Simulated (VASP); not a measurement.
Here is a VASP 6.6.1 calculation.

The input INCAR:

```
SYSTEM = Ga3SiN3
  ALGO = Normal
  DIPOL = 0.5 0.5 0.356
  EDIFF = 1E-7
  ENCUT = 520
  GGA = PE
  IDIPOL = 3
  ISIF = 2
  ISMEAR = 0
  ISPIN = 2
  KPAR = 4
  LASPH = .TRUE.
  LCHARG = .TRUE.
  LDIPOL = .TRUE.
  LORBIT = 11
  LREAL = .FALSE.
  LVACPOTAV = .TRUE.
  LVHAR = .TRUE.
  LWAVE = .FALSE.
  MAGMOM = 0 0 0 0 0 0 2
  NBANDS = 42
  NELM = 150
  PREC = Accurate
  SIGMA = 0.05
```

The input KPOINTS:

```
k-points
0
G
  8 8 1
  0 0 0
```

File POSCAR:

```
Ga3SiN3
1.0
    3.2165072845      0.0000000000      0.0000000000
    0.0000000000      3.2165072845      0.0000000000
    0.0000000000      0.0000000000     21.2198072894
N Ga Si
3 3 1
Direct
    0.0000000000      0.5000000000      0.1885031257
    0.5000000000      0.0000000000      0.2956866680
    0.0000000000      0.5000000000      0.4029970640
    0.5000000000      0.5000000000      0.2420948968
    0.0000000000      0.0000000000      0.3470972838
    0.5000000000      0.5000000000      0.4580535137
    0.7500000000      0.7500000000      0.5607867693
```

Potentials or basis: VASP PAW PBE potentials, release 64 (N, Ga_d, Si).

Command:

```sh
$ cat potpaw_PBE.64/N/POTCAR potpaw_PBE.64/Ga_d/POTCAR potpaw_PBE.64/Si/POTCAR > POTCAR
$ mpirun -np 4 vasp_std > vasp.out
```

(1) Estimate the site moments.

(2) Predict the net moment.

(3) Predict the largest force.

Results:

(1) N -0.16, +0.01, +0.00; Ga +0.00, -0.00 (each value once); Si +0.00 μB.

(2) -0.22 μB per cell.

(3) 1.923 eV/Å.
